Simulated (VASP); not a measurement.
Input of a VASP 6.6.1 run:

Contents of POSCAR:

```
CdAgF4
1.0
    3.8857450000      0.0000000000      0.0000000000
    0.0000000000      3.8857450000      0.0000000000
    0.0000000000      0.0000000000      5.4538640000
Cd Ag F
1 1 4
Direct
    0.0000000000      0.0000000000      0.0000000000
    0.5000000000      0.5000000000      0.5000000000
    0.5000000000      0.0000000000      0.7504710000
    0.0000000000      0.5000000000      0.2495290000
    0.5000000000      0.0000000000      0.2495290000
    0.0000000000      0.5000000000      0.7504710000
```

File INCAR.step1:

```
SYSTEM = CdAgF4
ALGO = Normal
EDIFF = 1E-4
ENCUT = 520
GGA = PE
ISMEAR = 0
LASPH = .TRUE.
LCHARG = .FALSE.
LREAL = .FALSE.
LWAVE = .TRUE.
NBANDS = 34
NELM = 80
PREC = Accurate
SIGMA = 0.1
```

File INCAR.step2:

```
SYSTEM = CdAgF4
ALGO = Normal
EDIFF = 1E-6
ENCUT = 520
ISIF = 2
ISMEAR = 0
ISTART = 1
LASPH = .TRUE.
LCHARG = .TRUE.
LELF = .TRUE.
LMIXTAU = .TRUE.
LREAL = .FALSE.
LVHAR = .TRUE.
LWAVE = .FALSE.
METAGGA = R2SCAN
NBANDS = 34
NELM = 80
PREC = Accurate
SIGMA = 0.1
```

KPOINTS

```
k-points
0
G
  10 10 8
  0 0 0
```

Potentials or basis: VASP PAW PBE potentials, release 64 (Cd, Ag, F).

The run is started by

```bash
$ cat potpaw_PBE.64/Cd/POTCAR potpaw_PBE.64/Ag/POTCAR potpaw_PBE.64/F/POTCAR > POTCAR
$ cp INCAR.step1 INCAR
$ mpirun -np 1 vasp_std > vasp.out
$ cp INCAR.step2 INCAR
$ mpirun -np 1 vasp_std > vasp.out
```

(1) Predict the band gap on the k mesh.

(2) Estimate the largest force.

Answers

(1) zero (an odd number of electrons rules out a gap without spin polarisation).

(2) 0.034 eV/Å.

Caveat: the cell stands under tension; the PAW data sets were made with another functional, which shifts forces and pressure a little; an odd number of electrons without spin polarisation forces a metal; a magnetic or distorted state may lie lower.
